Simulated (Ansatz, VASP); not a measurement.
CdS in VASP and in Ansatz

The input INCAR:

```
  ALGO = Normal
  EDIFF = 1E-6
  ENCUT = 520
  GGA = RP
  ISIF = 2
  ISMEAR = -1
  IVDW = 13
  LASPH = True
  LCHARG = False
  LREAL = False
  LWAVE = False
  NBANDS = 26
  NELM = 80
  PREC = Accurate
  SIGMA = 0.05
```

KPOINTS

```
k-points
0
Gamma
  7 7 4
```

POSCAR

```
CdS
1.0
    4.2313932131      0.0000000000      0.0000000000
   -2.1156966065      3.6644940159      0.0000000000
    0.0000000000      0.0000000000      6.8691315847
Cd S
2 2
Direct
    0.6666666667      0.3333333333      0.5000000000
    0.3333333333      0.6666666667      0.0000000000
    0.6666666667      0.3333333333      0.8750000000
    0.3333333333      0.6666666667      0.3750000000
```

Contents of input.yaml:

```yaml
crystal:
  lattice:
    - [4.2313932131, 0.0, 0.0]
    - [-2.1156966065, 3.6644940159, 0.0]
    - [0.0, 0.0, 6.8691315847]
  atoms:
    - { symbol: Cd, position: [0.6666666667, 0.3333333333, 0.5] }
    - { symbol: Cd, position: [0.3333333333, 0.6666666667, 0.0] }
    - { symbol: S, position: [0.6666666667, 0.3333333333, 0.875] }
    - { symbol: S, position: [0.3333333333, 0.6666666667, 0.375] }
hamiltonian:
  xc: rpbe
  pseudopotentials: { kind: paw }
  dispersion: d4
kpoints:
  mp_grid: { grid: [7, 7, 4] }
scf:
  occupations: { method: fermi_dirac, width: 0.05 }
output:
  forces: true
  stress: true
  eigenvalues: true
```

Alike in both runs: task single point; functional RPBE; dispersion D4; k mesh 7 × 7 × 4; occupations fermi-dirac, width 0.05 eV; no spin polarisation.

|  | VASP | Ansatz |
| --- | --- | --- |
| version | VASP 6.6.1 | Ansatz 0.2.0 |
| potentials or method | VASP PAW PBE potentials, release 64 (Cd, S) | Ansatz PAW |
| plane-wave cutoff (eV) | 520 | 420 |
| valence electrons in the cell | 36 | 52 |

|  | VASP | Ansatz | Ansatz less VASP |
| --- | --- | --- | --- |
| gap on the k mesh at the Fermi level (eV) | 1.24 | 1.24 | +0.001 |
| least direct gap on the mesh (eV) | 1.24 | 1.24 | +0.001 |
| pressure (GPa) | -2.7 | -2.9 | -0.26 |
| traceless stress, the component that is largest in VASP (GPa) | 0.25 | 0.24 | -0.012 |
| rms of the force components (eV/Å) | 0.038 | 0.037 | -0.0007 |

VASP's potentials were made for PBE, not for RPBE. Atom by atom the forces differ by 0.001 eV/Å (rms over components). VASP's potentials hold 36 valence electrons a cell and Ansatz's 52, so a difference there can come from the potentials and not from the codes.

Noted on Ansatz's run: odd divisions of the mesh miss points on the zone boundary, where band edges often lie, so the gap on the mesh can be too wide.
